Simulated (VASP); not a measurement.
# Ti (P6_3/mmc) in VASP: notebook

Ti is run at these levels: LDA; tasks: single point.

Everything below comes from runs of VASP 6.6.1. Logs are shortened: lines on timing, memory, paths and dates and some standing lists are left out, and cuts for length are marked.

### 1 The cell of the first run

Symmetry: P6_3/mmc, No. 194, hexagonal system. Conventional cell: a = 2.052 Å, b = 2.052 Å, c = 3.975 Å, α = 90.00°, β = 90.00°, γ = 120.00°. Ti (site symmetry -6m2) has 12 Ti at 2.05 to 2.31 Å within 2.7 Å.

### 2 Single point, LDA (7.25 Å³/atom)

Input file INCAR:

```
PREC = Accurate
ENCUT = 520
EDIFF = 1E-7
ISMEAR = -1
SIGMA = 0.05
LREAL = F
LASPH = T
NELM = 80
ALGO = Normal
ISIF = 2
LWAVE = F
LCHARG = F
GGA = CA
NBANDS = 19
```

Input file KPOINTS:

```
regular mesh
0
Gamma
  15 15 8
```

Input file POSCAR:

```
Ti
1.0
    2.0521093532      0.0000000000      0.0000000000
   -1.0260546766      1.7771788313      0.0000000000
    0.0000000000      0.0000000000      3.9751815412
Ti
2
Direct
    0.3333333333      0.6666666667      0.2500000000
    0.6666666667      0.3333333333      0.7500000000
```

Potentials or basis: VASP PAW LDA potentials, release 64 (Ti_sv).

Launch:

```sh
$ cat potpaw_LDA.64/Ti_sv/POTCAR > POTCAR
$ mpirun -np 1 vasp_std > vasp.out
```

OUTCAR:

```text
PREC = Accurate
   ENCUT = 520
   EDIFF = 1E-7
   ISMEAR = -1
   LREAL = F
   LASPH = T
   NELM = 80
   ISIF = 2
   GGA = CA

 ion  position               nearest neighbor table
   1  0.333  0.667  0.250-   2 2.31   2 2.31   2 2.31   2 2.31   2 2.31   2 2.31
   2  0.667  0.333  0.750-   1 2.31   1 2.31   1 2.31   1 2.31   1 2.31   1 2.31

  LATTYP: Found a hexagonal cell.
 ALAT       =     2.0521093532
 C/A-ratio  =     1.9371197422

  Lattice vectors:

 A1 = (   2.0521093532,   0.0000000000,   0.0000000000)
 A2 = (  -1.0260546766,   1.7771788313,   0.0000000000)
 A3 = (   0.0000000000,   0.0000000000,   3.9751815412)

Analysis of symmetry for initial positions (statically):
=====================================================================
 Subroutine PRICEL returns:
 Original cell was already a primitive cell.

 Routine SETGRP: Setting up the symmetry group for a
 hexagonal supercell.

 Subroutine GETGRP returns: Found 24 space group operations
 (whereof 12 operations were pure point group operations)
 out of a pool of 24 trial point group operations.

The static configuration has the point symmetry D_3d.
 The point group associated with its full space group is D_6h.

Analysis of symmetry for dynamics (positions and initial velocities):
=====================================================================
 Subroutine PRICEL returns:
 Original cell was already a primitive cell.

 Routine SETGRP: Setting up the symmetry group for a
 hexagonal supercell.

 Subroutine GETGRP returns: Found 24 space group operations
 (whereof 12 operations were pure point group operations)
 out of a pool of 24 trial point group operations.

The dynamic configuration has the point symmetry D_3d.
 The point group associated with its full space group is D_6h.

 Subroutine INISYM returns: Found 24 space group operations
 (whereof 12 operations are pure point group operations),
 and found     1 'primitive' translations

----------------------------------------------------------------------------------------

                                     Primitive cell

  volume of cell :      14.4973

  direct lattice vectors                    reciprocal lattice vectors
     2.052109353  0.000000000  0.000000000     0.487303466  0.281344787  0.000000000
    -1.026054677  1.777178831  0.000000000     0.000000000  0.562689574  0.000000000
     0.000000000  0.000000000  3.975181541     0.000000000  0.000000000  0.251560838

  length of vectors
     2.052109353  2.052109353  3.975181541     0.562689574  0.562689574  0.251560838

  position of ions in fractional coordinates (direct lattice)
     0.333333333  0.666666667  0.250000000
     0.666666667  0.333333333  0.750000000

  ion indices of the primitive-cell ions
   primitive index   ion index
                 1           1
                 2           2

----------------------------------------------------------------------------------------

 KPOINTS: regular mesh

Automatic generation of k-mesh.
 Grid dimensions read from file:
 generate k-points for:   15   15    8

 Generating k-lattice:

  Cartesian coordinates                     Fractional coordinates (reciprocal lattice)
     0.032486898  0.018756319  0.000000000     0.066666667  0.000000000  0.000000000
     0.000000000  0.037512638  0.000000000     0.000000000  0.066666667  0.000000000
     0.000000000  0.000000000  0.031445105     0.000000000  0.000000000  0.125000000

  Length of vectors
     0.037512638  0.037512638  0.031445105

  Shift w.r.t. Gamma in fractional coordinates (k-lattice)
     0.000000000  0.000000000  0.000000000

 Subroutine IBZKPT returns following result:
 ===========================================

 Found    135 irreducible k-points:

 Following reciprocal coordinates:
            Coordinates               Weight
  0.000000  0.000000  0.000000      1.000000
  0.066667  0.000000  0.000000      6.000000
  0.133333  0.000000  0.000000      6.000000
  0.200000  0.000000  0.000000      6.000000
  0.266667  0.000000  0.000000      6.000000
  0.333333  0.000000  0.000000      6.000000
[... 16 lines left out ...]
  0.333333  0.200000  0.000000     12.000000
  0.400000  0.200000  0.000000      6.000000
 [... further k-points ...]
   k-points           NKPTS =    135   k-points in BZ     NKDIM =    135   number of bands    NBANDS=     19
   number of dos      NEDOS =    301   number of ions     NIONS =      2
   total plane-waves  NPLWV =   7680
   dimension x,y,z NGX =    16 NGY =   16 NGZ =   30
   dimension x,y,z NGXF=    32 NGYF=   32 NGZF=   60
   ions per type =               2
   NGX,Y,Z   is equivalent  to a cutoff of  12.96, 12.96, 12.55 a.u.
   NGXF,Y,Z  is equivalent  to a cutoff of  25.92, 25.92, 25.09 a.u.
 SYSTEM =  unknown system
   PREC   = accura    normal or accurate (medium, high low for compatibility)
   ISTART =      0    job   : 0-new  1-cont  2-samecut
   ICHARG =      2    charge: 1-file 2-atom 10-const
   ISPIN  =      1    spin polarized calculation?
   LNONCOLLINEAR =      F non collinear calculations
   LSORBIT =      F    spin-orbit coupling
   LASPH  =      T    aspherical Exc in radial PAW
   ENCUT  =  520.0 eV  38.22 Ry    6.18 a.u.   3.82  3.82  7.39*2*pi/ulx,y,z
   NELM   =     80;   NELMIN=  2; NELMDL= -5     # of ELM steps
   EDIFF  = 0.1E-06   stopping-criterion for ELM
   LREAL  =      F    real-space projection
   EDIFFG = 0.1E-05   stopping-criterion for IOM
   NSW    =      0    number of steps for IOM
   IBRION =     -1    ionic relax: 0-MD 1-quasi-New 2-CG
   NFREE  =      0    steps in history (QN), initial steepest desc. (CG)
   ISIF   =      2    stress and relaxation
   ISYM   =      2    0-nonsym 1-usesym 2-fastsym
   POTIM  = 0.5000    time-step for ionic-motion
   TEBEG  =    0.0;   TEEND  =   0.0 temperature during run
   PSTRESS=    0.0 pullay stress
   NELECT =      24.0000    total number of electrons
   NUPDOWN=      -1.0000    fix difference up-down
   EMIN   =  10.00;   EMAX   =-10.00  energy-range for DOS
   EFERMI =   0.00;   METHOD = LEGACY
   ISMEAR =    -1;   SIGMA  =   0.05  broadening in eV -4-tet -1-fermi 0-gaus
   EFERMI_NEDOS =   21; number of points for ismear=-14 and -15
   IALGO  =     38    algorithm
   IMIX   =      4    mixing-type and parameters
     AMIX     =   0.40;   BMIX     =  1.00
     AMIX_MAG =   1.60;   BMIX_MAG =  1.00
  volume/ion in A,a.u.               =       7.25        48.92
  Fermi-wavevector in a.u.,A,eV,Ry     =   1.936641  3.659720 51.029699  3.750577
  Thomas-Fermi vector in A             =   2.967416
   LORBIT       =      0    0 simple, 1 ext, 2 COOP (PROOUT), +10 PAW based schemes
   GGA     = CA    functional components
   LHFCALC =     F    Hartree Fock is set to
   AEXX    =    0.0000 exact exchange contribution
   IVDW    =     0    specifies the selected vdW correction
   LEPSILON=     F    determine dielectric tensor
   LRPA    =     F    only Hartree local field effects (RPA)
 non-spin polarized calculation
  energy-cutoff  :      520.00
  volume of cell :       14.50
 maximum number of plane-waves:       414
 NGX is ok and might be reduce to    16
   NGX =  7   NGY =  7   NGZ = 15

 number of electron      23.9999999 magnetization

 Free energy of the ion-electron system (eV)
  ---------------------------------------------------
  ext. energy  EPLUGINS =         0.00000000
  ---------------------------------------------------
  free energy    TOTEN  =        -6.73828613 eV

  energy without entropy =       -6.73351651  energy(sigma->0) =       -6.73590132

 E-fermi :  21.0992     XC(G=0): -16.6582

 val. band max:       21.0886085044   @ k =   0.0667   0.0667   0.3750
 cond. band min:      21.1072467141   @ k =   0.3333   0.2000   0.1250
 fundamental gap:      0.0186382098
 Fermi energy:        21.0992452965

 k-point     1 :       0.0000    0.0000    0.0000
  band No.  band energies     occupation
      1     -36.7438      2.00000
      2     -35.2736      2.00000
      3     -14.8563      2.00000
      4      -9.2646      2.00000
      5      -7.5052      2.00000
      6      -7.5052      2.00000
[... 11 lines left out ...]
     18      26.7741      0.00000
     19      29.1561      0.00000

 k-point     2 :       0.0667    0.0000    0.0000
  band No.  band energies     occupation
      1     -36.6408      2.00000
      2     -35.1876      2.00000
      3     -14.7493      2.00000
      4      -9.2466      2.00000
      5      -7.9056      2.00000
      6      -7.6080      2.00000
[... 11 lines left out ...]
     18      26.5257      0.00000
     19      29.2272      0.00000

 k-point     3 :       0.1333    0.0000    0.0000
  band No.  band energies     occupation
      1     -36.3393      2.00000
      2     -34.9388      2.00000
      3     -14.4356      2.00000
      4      -9.2018      2.00000
      5      -8.9930      2.00000
      6      -8.5538      2.00000
[... 11 lines left out ...]
     18      25.9247      0.00000
     19      29.3362      0.00000

 k-point     4 :       0.2000    0.0000    0.0000
  band No.  band energies     occupation
      1     -35.8636      2.00000
      2     -34.5561      2.00000
      3     -13.9382      2.00000
      4     -10.5029      2.00000
      5      -9.9683      2.00000
      6      -9.1565      2.00000
[... 11 lines left out ...]
     18      25.5123      0.00000
     19      29.3678      0.00000

 k-point     5 :       0.2667    0.0000    0.0000
  band No.  band energies     occupation
      1     -35.2596      2.00000
      2     -34.0925      2.00000
      3     -13.2979      2.00000
      4     -12.1452      2.00000
      5     -11.5176      2.00000
      6      -9.1503      2.00000
[... 11 lines left out ...]
     18      27.2590      0.00000
     19      29.3106      0.00000

 k-point     6 :       0.3333    0.0000    0.0000
  band No.  band energies     occupation
      1     -34.6019      2.00000
      2     -33.6292      2.00000
      3     -13.6608      2.00000
      4     -12.9636      2.00000
      5     -12.5787      2.00000
      6      -9.2264      2.00000
[... 11 lines left out ...]
     18      29.2057      0.00000
     19      29.7031      0.00000

 k-point     7 :       0.4000    0.0000    0.0000
  band No.  band energies     occupation
      1     -34.0017      2.00000
      2     -33.2689      2.00000
      3     -14.8265      2.00000
      4     -14.0929      2.00000
      5     -11.8802      2.00000
      6      -9.4037      2.00000
[... 11 lines left out ...]
     18      30.7480      0.00000
     19      32.4023      0.00000

 k-point     8 :       0.4667   -0.0000    0.0000
  band No.  band energies     occupation
      1     -33.6127      2.00000
      2     -33.0942      2.00000
      3     -15.4622      2.00000
      4     -14.7182      2.00000
      5     -11.3829      2.00000
      6      -9.6086      2.00000
[... 256 lines left out ...]
 k-point    20 :       0.4000    0.1333    0.0000
  band No.  band energies     occupation
      1     -33.4602      2.00000
      2     -33.0096      2.00000
      3     -15.1171      2.00000
      4     -14.3982      2.00000
      5     -11.1825      2.00000
      6     -10.4883      2.00000
[... 11 lines left out ...]
     18      30.2644      0.00000
     19      35.6209      0.00000

 k-point    21 :       0.2000    0.2000    0.0000
  band No.  band energies     occupation
      1     -34.4501      2.00000
      2     -33.5187      2.00000
      3     -12.9811      2.00000
      4     -12.9689      2.00000
      5     -12.4114      2.00000
      6      -9.9845      2.00000
[... 11 lines left out ...]
     18      29.3566      0.00000
     19      32.5375      0.00000

 k-point    22 :       0.2667    0.2000    0.0000
  band No.  band energies     occupation
      1     -33.8871      2.00000
      2     -33.1787      2.00000
      3     -13.8954      2.00000
      4     -13.5567      2.00000
      5     -11.7502      2.00000
      6     -10.7613      2.00000
[... 11 lines left out ...]
     18      29.8573      0.00000
     19      34.5464      0.00000

 k-point    23 :       0.3333    0.2000    0.0000
  band No.  band energies     occupation
      1     -33.4371      2.00000
      2     -32.9749      2.00000
      3     -14.5338      2.00000
      4     -13.9287      2.00000
      5     -11.3344      2.00000
      6     -11.1587      2.00000
[... 11 lines left out ...]
     18      29.6336      0.00000
     19      35.8245      0.00000

 k-point    24 :       0.4000    0.2000    0.0000
  band No.  band energies     occupation
      1     -33.2457      2.00000
      2     -32.9260      2.00000
      3     -14.7640      2.00000
      4     -14.0570      2.00000
      5     -11.5440      2.00000
      6     -10.8700      2.00000
[... 11 lines left out ...]
     18      29.0275      0.00000
     19      36.2525      0.00000

 [... further k-points ...]

------------------------ aborting loop because EDIFF is reached ----------------------------------------

  FORCE on cell =-STRESS in cart. coord.  units (eV):
  Direction    XX          YY          ZZ          XY          YZ          ZX
  --------------------------------------------------------------------------------------
  -------------------------------------------------------------------------------------
  Total       31.1288689     31.1288689     29.7542673      0.0000000      0.0000000      0.0000000
  in kB     3440.2129308   3440.2129311   3288.2985713      0.0000000      0.0000000      0.0000000
  external PRESSURE =    3389.5748110 kB  Pullay stress =       0.0000000 kB

 VOLUME and BASIS-vectors are now :
 -----------------------------------------------------------------------------
  energy-cutoff  :      520.00
  volume of cell :       14.50
      direct lattice vectors                 reciprocal lattice vectors
     2.052109353  0.000000000  0.000000000     0.487303466  0.281344787  0.000000000
    -1.026054677  1.777178831  0.000000000     0.000000000  0.562689574  0.000000000
     0.000000000  0.000000000  3.975181541     0.000000000  0.000000000  0.251560838

 POSITION                                       TOTAL-FORCE (eV/Angst)
 -----------------------------------------------------------------------------------
     -0.00000      1.18479      0.99380         0.000000     -0.000000     -0.000000
      1.02605      0.59239      2.98139        -0.000000      0.000000      0.000000
 -----------------------------------------------------------------------------------
    total drift:                               -0.000000      0.000000     -0.000000

  FREE ENERGIE OF THE ION-ELECTRON SYSTEM (eV)
  ---------------------------------------------------
  free  energy   TOTEN  =        -6.7382861255 eV

  energy  without entropy=       -6.7335165088  energy(sigma->0) =       -6.73590132
```

It took 32 s on 1 thread of Intel Xeon 8259CL, shared host; peak memory 0.14 GiB.

Results:

| Quantity | Value |
| --- | --- |
| Free energy | -6.7383 eV |
| Pressure | 339.0 GPa |
| Band gap on the k mesh | zero (bands 12 and 13 overlap by 1.88 eV) |

Caveat: atoms lie so close that the PAW spheres overlap strongly, which falsifies energies and pressures; the cell stands under pressure.

### 3 Single point, LDA

This run uses another cell than the first one, of 8.86 Å³/atom.

Input file INCAR:

```
ALGO = Normal
EDIFF = 1E-6
ENCUT = 520
ISIF = 2
ISMEAR = -1
LASPH = True
LCHARG = False
LREAL = False
LWAVE = False
NBANDS = 19
NELM = 60
PREC = Accurate
SIGMA = 0.05
```

Input file KPOINTS:

```
k-points
0
Gamma
  15 15 8
```

Input file POSCAR:

```
Ti
1.0
    2.1850588141      0.0000000000      0.0000000000
   -1.0925294070      1.8923164418      0.0000000000
    0.0000000000      0.0000000000      4.2853064070
Ti
2
Direct
    0.3333333333      0.6666666667      0.2500000000
    0.6666666667      0.3333333333      0.7500000000
```

Potentials or basis: VASP PAW LDA potentials, release 64 (Ti_sv).

Launch:

```sh
$ cat potpaw_LDA.64/Ti_sv/POTCAR > POTCAR
$ mpirun -np 1 vasp_std > vasp.out
```

Wall time 26 s (1 thread of Intel Xeon 8259CL, shared host); peak memory 0.15 GiB.

Results (log left out):

```yaml
Free_energy: -11.7337 eV
Pressure: 179.0 GPa
Band_gap_on_the_k_mesh: zero (bands 12 and 13 overlap by 1.73 eV)
```

Stress tensor (GPa, compression positive):
```
181.34   0.00   0.00
  0.00 181.34   0.00
  0.00   0.00 174.38
```

Levels at points of the mesh, in eV from the Fermi level:
```csv
k point,band 9,band 10,band 11,band 12,band 13,band 14,band 15,band 16
"(0.00, 0.00, 0.00)",-5.85,-3.26,-1.27,1.32,1.32,1.83,1.83,2.78
"(0.00, 0.00, 0.50)",-3.06,-3.06,-1.28,-1.28,1.44,1.44,1.44,1.44
```

Caveat: the cell stands under pressure.

### 4 Single point, LDA

This run uses another cell than the first one, of 10.31 Å³/atom.

Input file INCAR:

```
PREC     = Accurate       # precision mode
ENCUT    = 520            # plane-wave cutoff, eV
EDIFF    = 1E-6           # SCF threshold, eV
ISMEAR   = -1             # smearing method
SIGMA    = 0.05           # smearing width, eV
LREAL    = F              # projectors in reciprocal space
LASPH    = T              # aspherical terms in the spheres
NELM     = 100            # most SCF steps
ALGO     = Normal         # electronic algorithm
ISIF     = 2              # what is computed and relaxed
LWAVE    = F              # write WAVECAR
LCHARG   = F              # write CHGCAR
GGA      = CA             # functional
NBANDS   = 19             # bands
```

Input file KPOINTS:

```
regular mesh
0
Gamma
  15 15 8
```

Input file POSCAR:

```
Ti
1.0
    2.3082655101      0.0000000000      0.0000000000
   -1.1541327551      1.9990165704      0.0000000000
    0.0000000000      0.0000000000      4.4684191269
Ti
2
Direct
    0.3333333333      0.6666666667      0.2500000000
    0.6666666667      0.3333333333      0.7500000000
```

Launch:

```sh
$ cat potpaw_LDA.64/Ti_sv/POTCAR > POTCAR
$ mpirun -np 1 vasp_std > vasp.out
```

Run time: 52 s. Hardware: 1 thread of Intel Xeon 8259CL, shared host; peak memory 0.16 GiB.

Results (log left out):

- Free energy: -14.2288 eV
- Pressure: 103.1 GPa
- Band gap on the k mesh: zero (bands 12 and 13 overlap by 1.59 eV)

Stress tensor (GPa, compression positive):
```
103.95   0.00   0.00
  0.00 103.95   0.00
  0.00   0.00 101.30
```

Levels at points of the mesh, in eV from the Fermi level:
```tsv
k point	band 10	band 11	band 12	band 13	band 14	band 15
(0.00, 0.00, 0.00)	-3.30	-0.88	1.32	1.32	1.53	1.78
(0.00, 0.00, 0.50)	-3.89	-1.09	-1.09	1.43	1.43	1.43
```

Caveat: the cell stands under pressure.

### 5 Single point, LDA (10.31 Å³/atom)

This run uses another cell than the first one, of 10.31 Å³/atom.

Input file INCAR:

```
  ALGO = Normal
  EDIFF = 1E-6
  ENCUT = 520
  ISIF = 2
  ISMEAR = -1
  LASPH = T
  LCHARG = F
  LREAL = F
  LWAVE = F
  NBANDS = 19
  NELM = 60
  PREC = Accurate
  SIGMA = 0.05
```

Input file KPOINTS:

```
k-points
0
Gamma
  15 15 8
```

Edit POSCAR of step 4 so:

```diff
@@ -4,3 +4,3 @@
    -1.1541327551      1.9990165704      0.0000000000
-    0.0000000000      0.0000000000      4.4684191269
+    0.0000000000      0.0000000000      4.4684191270
 Ti
```

Launch:

```sh
$ cat potpaw_LDA.64/Ti_sv/POTCAR > POTCAR
$ mpirun -np 1 vasp_std > vasp.out
```

Run time: 59 s. Hardware: 1 thread of Intel Xeon 8259CL, shared host; peak memory 0.16 GiB.

The run converged. Its results:

```
Free energy            : -14.2288 eV
Pressure               : 103.1 GPa
Band gap on the k mesh : zero (bands 12 and 13 overlap by 1.59 eV)
```

Stress tensor (GPa, compression positive):
```
103.95   0.00   0.00
  0.00 103.95   0.00
  0.00   0.00 101.30
```

Levels at points of the mesh, in eV from the Fermi level:
```tsv
k point	band 10	band 11	band 12	band 13	band 14	band 15
(0.00, 0.00, 0.00)	-3.30	-0.88	1.32	1.32	1.53	1.78
(0.00, 0.00, 0.50)	-3.89	-1.09	-1.09	1.43	1.43	1.43
```

Caveat: the cell stands under pressure.

### 6 Overview

| cell | gap on the mesh (eV) | pressure (GPa) |
| --- | --- | --- |
| a = 2.052, b = 2.052, c = 3.975 Å, angles 90.0, 90.0, 120.0°, 2 atoms | none | 339.0 |
| a = 2.185, b = 2.185, c = 4.285 Å, angles 90.0, 90.0, 120.0°, 2 atoms | none | 179.0 |
| a = 2.308, b = 2.308, c = 4.468 Å, angles 90.0, 90.0, 120.0°, 2 atoms | none | 103.1 |

Alike in all rows: task single point; level LDA; potentials or basis VASP PAW LDA potentials, release 64 (Ti_sv); no spin polarisation; k mesh 15 × 15 × 8; cutoff (eV) 520; smearing fermi-dirac 0.05 eV.

Caveats: the cell stands under pressure; atoms lie so close that the PAW spheres overlap strongly, which falsifies energies and pressures (at least some runs).

Total energies depend on the potentials used, so only differences within one code and one set of settings carry meaning.
